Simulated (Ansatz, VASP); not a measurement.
**Two plane-wave programs on Ta3SnO4**

```
CELL_PARAMETERS angstrom
4.63818 0.00000 0.00000
0.00000 4.63818 0.00000
0.00000 0.00000 4.63818
ATOMIC_POSITIONS crystal
Ta 0.00000 0.50000 0.50000
Ta 0.50000 0.00000 0.50000
Ta 0.50000 0.50000 0.00000
Sn 0.00000 0.00000 0.00000
O 0.50000 0.00000 0.00000
O 0.50000 0.50000 0.50000
O 0.00000 0.00000 0.50000
O 0.00000 0.50000 0.00000
```

Change from the starting cell: species swapped into the LiMg3O4 type (Pm-3m, No. 221).

Alike in both runs: functional PBE; k mesh 4 × 4 × 4; occupations gaussian, width 0.1 eV; no spin polarisation.

Ansatz relaxed the structure, and its values are those at the end. VASP's run is a single point on that final structure, the one shown.

|  | VASP | Ansatz |
| --- | --- | --- |
| version | VASP 6.6.1 | Ansatz 0.2.0 |
| potentials or method | VASP PAW PBE potentials, release 64 (Ta_pv, Sn_d, O), cutoff 520 eV | scalar-relativistic, plane waves, PAW |
| valence electrons in the cell | 71 | 77 |

```csv
,VASP,Ansatz,Ansatz less VASP
gap on the k mesh at the Fermi level (eV),none,none,-
pressure (GPa),0.5,0.2,-0.30
```

A gap of «none» marks a metal or a gap that the smearing closes. VASP's potentials hold 71 valence electrons a cell and Ansatz's 77, so a difference there can come from the potentials and not from the codes.

Neither program's run includes spin-orbit coupling.
